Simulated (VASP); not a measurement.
Pb, 1 atom in the cell. The structure is cubic, space group Im-3m (No. 229). The conventional cell has a = 3.906 Å, b = 3.906 Å, c = 3.906 Å, α = 90.00°, β = 90.00°, γ = 90.00°. Within 4.4 Å of Pb (site symmetry m-3m) lie 14 Pb at 3.38 to 3.91 Å. This isn't the form of Pb at room conditions, which is fcc.

```yaml
Program: VASP 6.6.1
Task: single point
Functional: LDA
Potentials_or_basis: VASP PAW LDA potentials, release 64 (Pb_d)
Cutoff: 520 eV
k_mesh: 9 × 9 × 9
Occupations: fermi-dirac, width 0.05 eV
Spin: no spin polarisation
Dipole_correction: no
Further_INCAR_settings: ALGO = Fast; EDIFF = 1e-06; NBANDS = 13
```

Potentials or basis: VASP PAW LDA potentials, release 64 (Pb_d).

Run with:

```console
$ cat potpaw_LDA.64/Pb_d/POTCAR > POTCAR
$ mpirun -np 1 vasp_std > vasp.out
```

Hardware: 1 thread of AMD EPYC 7R13, on a shared host.

How long does it take, and how much memory?

Wall time 18 s on 1 thread of AMD EPYC 7R13, with other jobs on the host, peak memory 0.11 GiB. Counts: scf iterations 13, k points 35.
